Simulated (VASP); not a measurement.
Runs of VASP 6.6.1 on CuI. The structure is that of space group F-43m (No. 216), or close to it. The cells are those of the table. 

| task | cell | cutoff (eV) | gap on the mesh (eV) | pressure (GPa) |
| --- | --- | --- | --- | --- |
| single point | a = 4.053 Å, angles 60.0°, 2 atoms | 520 | (b) | 7.5 |
| single point | a = 4.174 Å, angles 60.0°, 2 atoms | 520 | 1.25 | (d) |
| single point | a = 4.106 Å, angles 60.0°, 2 atoms | 520 | 1.40 | (c) |
| relaxation of cell and atoms | relaxed to 10 GPa from a = 4.200 Å, angles 60.0°, 2 atoms | 600 | 1.64 | 10.0 |
| single point | a = 3.946 Å, angles 60.0°, 2 atoms | 520 | 1.81 | 15.1 |
| relaxation of cell and atoms | relaxed to 15 GPa from a = 4.200 Å, angles 60.0°, 2 atoms | 600 | 1.81 | 15.0 |
| relaxation of cell and atoms | relaxed to 4 GPa from a = 4.200 Å, angles 60.0°, 2 atoms | 600 | (a) | 4.0 |
| relaxation of cell and atoms | relaxed to 2 GPa from a = 4.200 Å, angles 60.0°, 2 atoms | 600 | 1.30 | 2.0 |
| single point | a = 4.008 Å, angles 60.0°, 2 atoms | 520 | 1.64 | 10.4 |
| single point | a = 4.149 Å, angles 60.0°, 2 atoms | 520 | 1.30 | 2.4 |
| relaxation of cell and atoms | relaxed to 7 GPa from a = 4.200 Å, angles 60.0°, 2 atoms | 600 | 1.52 | 7.0 |
| relaxation of cell and atoms | relaxed to 1 GPa from a = 4.200 Å, angles 60.0°, 2 atoms | 600 | 1.24 | 1.0 |

Alike in all rows: level PBEsol; potentials or basis VASP PAW PBE potentials, release 64 (Cu, I); no spin polarisation; k mesh 6 × 6 × 6; smearing gaussian 0.01 eV.

Q: Estimate the missing entries.

A: (a) 1.39; (b) 1.53; (c) 4.4; (d) 1.1.

Caveats: the PAW data sets were made with another functional, which shifts forces and pressure a little; spin-orbit coupling is left out, which moves the levels of the heavy elements; the cell is relaxed towards a set pressure, so the run minimises the enthalpy, not the energy (at least some runs); the cell stands under pressure (at least some runs).

A k mesh can miss the band edges, and the runs leave out spin-orbit coupling on I.
